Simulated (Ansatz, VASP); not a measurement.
# Au in VASP and in Ansatz

```
Au
1.0
     2.84080    0.00000    0.00000
    -1.42040    2.46020    0.00000
     0.00000    0.00000    4.78038
Au
2
Direct
  0.66667 0.33333 0.25000
  0.33333 0.66667 0.75000
```

Alike in both runs: task single point; functional HSE06; k mesh 6 × 6 × 4; occupations fermi-dirac, width 0.05 eV; no spin polarisation.

```csv
,VASP,Ansatz
version,VASP 6.6.1,Ansatz 0.2.0
potentials or method,"VASP PAW PBE potentials, release 64 (Au)",Ansatz PAW
plane-wave cutoff (eV),520,420
valence electrons in the cell,22,38
```

|  | VASP | Ansatz | Ansatz less VASP |
| --- | --- | --- | --- |
| gap on the k mesh at the Fermi level (eV) | none | none | - |
| pressure (GPa) | 9.8 | 9.7 | -0.10 |
| traceless stress, the component that is largest in VASP (GPa) | -5.78 | -5.70 | +0.078 |

A gap of «none» marks a metal or a gap that the smearing closes. VASP's potentials hold 22 valence electrons a cell and Ansatz's 38, so a difference there can come from the potentials and not from the codes.

The k mesh is coarse, so the values compare programs but aren't converged. Neither program's run includes spin-orbit coupling.
